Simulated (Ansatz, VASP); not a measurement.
One calculation of KCl, two programs

The input INCAR:

```
SYSTEM = KCl
ALGO = Normal ; EDIFF = 1E-6
ENCUT = 500 ; GGA_COMPAT = .False.
ISIF = 2 ; ISMEAR = 0
LASPH = .True. ; LCHARG = .True.
LELF = .True. ; LREAL = .False.
LVHAR = .True. ; LWAVE = .False.
NBANDS = 15 ; NELM = 120
PREC = Accurate ; SIGMA = 0.02
```

The input KPOINTS:

```
k-points
0
Gamma
  6 6 6
  0 0 0
```

POSCAR

```
KCl
1.0
    3.6722186714      0.0000000000      0.0000000000
    0.0000000000      3.6722186714      0.0000000000
    0.0000000000      0.0000000000      3.6722186714
K Cl
1 1
Direct
    0.0000000000      0.0000000000      0.0000000000
    0.5000000000      0.5000000000      0.5000000000
```

Input for Ansatz:

```yaml
crystal:
  lattice:
    - [3.6722186714, 0.0, 0.0]
    - [0.0, 3.6722186714, 0.0]
    - [0.0, 0.0, 3.6722186714]
  atoms:
    - { symbol: K, position: [0.0, 0.0, 0.0] }
    - { symbol: Cl, position: [0.5, 0.5, 0.5] }
basis: {}
kpoints:
  mp_grid: { grid: [6, 6, 6] }
hamiltonian:
  xc: lda
  pseudopotentials: { kind: all_electron, lapw: {} }
scf:
  occupations: { method: gaussian, width: 0.02 }
output:
  forces: true
  stress: true
  eigenvalues: true
```

Alike in both runs: task single point; functional LDA; k mesh 6 × 6 × 6; occupations gaussian, width 0.02 eV; no spin polarisation.

|  | VASP | Ansatz |
| --- | --- | --- |
| version | VASP 6.6.1 | Ansatz 0.2.0 |
| potentials or method | VASP PAW LDA potentials, release 64 (K_sv, Cl), cutoff 500 eV | scalar-relativistic, all-electron LAPW |

|  | VASP | Ansatz | Ansatz less VASP |
| --- | --- | --- | --- |
| gap on the k mesh at the Fermi level (eV) | 4.97 | 4.97 | -0.006 |
| least direct gap on the mesh (eV) | 5.21 | 5.20 | -0.006 |
| pressure (GPa) | -0.7 | -0.8 | -0.07 |

LDA's correlation is that of Perdew and Zunger in VASP and of Perdew and Wang (1992) in Ansatz. Ansatz ran all-electron here, and VASP with PAW potentials.
